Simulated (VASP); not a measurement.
Runs of VASP 6.6.1 on NbAs. The structure is that of space group I4_1md (No. 109), or close to it. The cells are those of the table. 

```csv
task,cell,gap on the mesh (eV),pressure (GPa),largest force (eV/Å)
single point,"a = 6.287 Å, angles 148.4, 148.4, 45.4°, 4 atoms",none,-1.8,(c)
electric field gradients,"a = 6.371 Å, angles 148.4, 148.4, 45.4°, 4 atoms",none,-8.3,0.25
single point,"a = 6.413 Å, angles 148.4, 148.4, 45.4°, 4 atoms",none,-11.1,(a)
single point,"a = 6.200 Å, angles 148.4, 148.4, 45.4°, 4 atoms",none,(b),0.36
single point,"a = 6.351 Å, angles 148.4, 148.4, 45.4°, 4 atoms",none,-6.8,0.26
```

Alike in all rows: level LDA; potentials or basis VASP PAW LDA potentials, release 64 (Nb_sv, As); no spin polarisation; k mesh 15 × 15 × 15; cutoff (eV) 520; smearing fermi-dirac 0.08 eV.

Task: Estimate the missing entries.

Result: (a) 0.23; (b) 6.4; (c) 0.30.

A k mesh can miss the band edges, and the runs leave out spin-orbit coupling on As, Nb.

A gap of «none» marks levels without a gap at the run's occupations.
